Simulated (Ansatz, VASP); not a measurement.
**Zn: VASP beside Ansatz**

File INCAR:

```
PREC = Accurate
ENCUT = 520
EDIFF = 1E-7
ISMEAR = -1
SIGMA = 0.3
LREAL = False
LASPH = True
NELM = 100
ALGO = Normal
ISIF = 2
LWAVE = False
LCHARG = False
GGA = PS
IVDW = 12
NBANDS = 12
```

File KPOINTS:

```
regular mesh
0
Gamma
  6 6 6
```

POSCAR

```
Zn
1.0
   -1.5690400000      1.5690400000      1.5690400000
    1.5690400000     -1.5690400000      1.5690400000
    1.5690400000      1.5690400000     -1.5690400000
Zn
1
Direct
    0.0000000000      0.0000000000      0.0000000000
```

Input for Ansatz:

```yaml
crystal:
  lattice:
    - [-1.56904, 1.56904, 1.56904]
    - [1.56904, -1.56904, 1.56904]
    - [1.56904, 1.56904, -1.56904]
  atoms:
    - { symbol: Zn, position: [0.0, 0.0, 0.0] }
kpoints:
  mp_grid:
    grid: [6, 6, 6]
hamiltonian:
  xc: pbesol
  dispersion: d3bj
scf:
  max_iter: 150
  mixing:
    algorithm: anderson
    beta: 0.2
    ndim: 12
  occupations:
    method: fermi_dirac
    width: 0.3
output:
  forces: true
  stress: true
```

Alike in both runs: task single point; functional PBEsol; dispersion D3(BJ); k mesh 6 × 6 × 6; occupations fermi-dirac, width 0.3 eV; no spin polarisation.

```csv
,VASP,Ansatz
version,VASP 6.6.1,Ansatz 0.2.0
potentials or method,"VASP PAW PBE potentials, release 64 (Zn)","plane waves, PAW"
plane-wave cutoff (eV),520,420
valence electrons in the cell,12,12
```

```tsv
	VASP	Ansatz	Ansatz less VASP
pressure (GPa)	-7.9	-8.2	-0.29
```

VASP's potentials were made for PBE, not for PBEsol.

The k mesh is coarse, so the values compare programs but aren't converged.
